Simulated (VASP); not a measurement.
A run of VASP 6.6.1 is set up as follows.

Contents of INCAR:

```
ALGO = Normal ; EDIFF = 1E-6
ENCUT = 520 ; GGA = PE
ISIF = 2 ; ISMEAR = 0
LASPH = T ; LCHARG = F
LREAL = F ; LWAVE = F
NBANDS = 20 ; NELM = 80
PREC = Accurate ; SIGMA = 0.1
```

KPOINTS

```
k-points
0
Gamma
  6 6 6
```

Contents of POSCAR:

```
CuW
1.0
    0.0000000000      2.7126632856      2.7126632856
    2.7126632856      0.0000000000      2.7126632856
    2.7126632856      2.7126632856      0.0000000000
Cu W
1 1
Direct
    0.0000000000      0.0000000000      0.0000000000
    0.2500000000      0.2500000000      0.2500000000
```

Potentials or basis: VASP PAW PBE potentials, release 64 (Cu, W_sv).

Run with:

```sh
$ cat potpaw_PBE.64/Cu/POTCAR potpaw_PBE.64/W_sv/POTCAR > POTCAR
$ mpirun -np 1 vasp_std > vasp.out
```

Task: Predict the pressure.

Result: 0.3 GPa.
